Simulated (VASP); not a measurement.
## HC12: single point with PBE

Slab: HC12, a slab with vacuum.

```
C H
1.0
     5.05093    0.00000    0.00000
     0.00000    5.05093    0.00000
     0.00000    0.00000   22.37549
C H
24 2
Direct
  0.00000 0.25000 0.17877
  0.00000 0.75000 0.17877
  0.50000 0.25000 0.17877
  0.50000 0.75000 0.17877
  0.00000 0.00000 0.21867
  0.00000 0.50000 0.21867
  0.50000 0.00000 0.21867
  0.50000 0.50000 0.21867
  0.25000 0.00000 0.25858
  0.25000 0.50000 0.25858
  0.75000 0.00000 0.25858
  0.75000 0.50000 0.25858
  0.25000 0.25000 0.29760
  0.25000 0.75000 0.29760
  0.75000 0.25000 0.29760
  0.75000 0.75000 0.29760
  0.00000 0.25000 0.33949
  0.00000 0.75000 0.33949
  0.50000 0.25000 0.33949
  0.50000 0.75000 0.33949
  0.00000 0.00000 0.37432
  0.00000 0.50000 0.37432
  0.50000 0.00000 0.37432
  0.50000 0.50000 0.37432
  0.90903 0.37500 0.49051
  0.09097 0.37500 0.49051
```

- Program: VASP 6.6.1
- Task: single point
- Functional: PBE
- Potentials or basis: VASP PAW PBE potentials, release 64 (C, H)
- Cutoff: 520 eV
- k mesh: 5 × 5 × 1
- Occupations: gaussian, width 0.05 eV
- Spin: no spin polarisation

```json
{"Largest force": "3.457 eV/Å", "Band gap on the k mesh": "zero (band 49 reaches -3.03 eV, above the bottom of band 50 at -3.12 eV)"}
```

Forces on the atoms (eV/Å):
```
C    0.000 -0.002  2.214
C    0.000  0.002  2.219
C    0.000  0.006  2.184
C    0.000 -0.006  2.183
C    0.000  0.001 -2.623
C    0.000  0.000 -2.616
C    0.000 -0.002 -2.537
C    0.000  0.001 -2.549
C    0.034  0.002  0.341
C    0.058 -0.001  0.341
C   -0.034  0.002  0.341
C   -0.058 -0.001  0.341
C    0.106  0.008  0.031
C    0.084 -0.009  0.035
C   -0.106  0.008  0.031
C   -0.084 -0.009  0.035
C    0.000 -0.028  0.175
C    0.000  0.038  0.096
C    0.000  0.015 -0.145
C    0.000 -0.018 -0.065
C    0.000 -0.029 -0.012
C    0.000  0.045 -0.229
C    0.000  0.033  0.035
C    0.000 -0.022  0.062
H    3.457 -0.017  0.056
H   -3.457 -0.017  0.056
```

Levels at points of the mesh, in eV from the Fermi level:
| k point | band 45 | band 46 | band 47 | band 48 | band 49 | band 50 | band 51 | band 52 | band 53 | band 54 |
| --- | --- | --- | --- | --- | --- | --- | --- | --- | --- | --- |
| (0.00, 0.00, 0.00) | -1.24 | -1.18 | -0.75 | -0.22 | -0.20 | -0.04 | 0.21 | 0.43 | 0.92 | 2.67 |

Run time: 28 min on 1 thread of AMD EPYC 7R43 64-Core Processor (Zen 3), with other jobs on the host, peak memory 0.6 GiB.
